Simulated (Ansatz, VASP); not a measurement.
Two plane-wave programs on S

Contents of INCAR:

```
PREC = Accurate ; ENCUT = 500
EDIFF = 1E-6 ; ISMEAR = -1
SIGMA = 0.08 ; LREAL = F
LASPH = T ; NELM = 120
ALGO = Normal ; ISIF = 2
LWAVE = F ; LCHARG = F
GGA = PE ; NBANDS = 9
GGA_COMPAT = F
```

The input KPOINTS:

```
regular mesh
0
Gamma
  20 20 20
```

File POSCAR:

```
S
1.0
    0.0000000000      1.5951993132      1.5951993132
    1.5951993132      0.0000000000      1.5951993132
    1.5951993132      1.5951993132      0.0000000000
S
1
Direct
    0.0000000000      0.0000000000      0.0000000000
```

Input for Ansatz:

```yaml
crystal:
  lattice:
    - [0.0, 1.5951993132, 1.5951993132]
    - [1.5951993132, 0.0, 1.5951993132]
    - [1.5951993132, 1.5951993132, 0.0]
  atoms:
    - { symbol: S, position: [0.0, 0.0, 0.0] }
kpoints:
  mp_grid: { grid: [20, 20, 20] }
scf:
  occupations: { method: fermi_dirac, width: 0.08 }
hamiltonian:
  xc: pbe
  pseudopotentials: { kind: paw }
output:
  forces: true
  stress: true
  eigenvalues: true
```

Change from the starting cell: volume scaled by 0.511, to set the pressure.

Alike in both runs: task single point; functional PBE; k mesh 20 × 20 × 20; occupations fermi-dirac, width 0.08 eV; no spin polarisation.

|  | VASP | Ansatz |
| --- | --- | --- |
| version | VASP 6.6.1 | Ansatz 0.2.0 |
| potentials or method | VASP PAW PBE potentials, release 64 (S) | PAW with Ansatz's default frozen-core files, scalar-relativistic |
| plane-wave cutoff (eV) | 500 | 420 |
| valence electrons in the cell | 6 | 6 |

|  | VASP | Ansatz | Ansatz less VASP |
| --- | --- | --- | --- |
| pressure (GPa) | 199.1 | 201.9 | +2.77 |

Both programs put the cell under a high pressure, so it lies far from rest at this level. With one functional, cell and mesh, what is left measures potentials, basis and numerics.

Noted on VASP's run: the cell as given lies far from equilibrium.
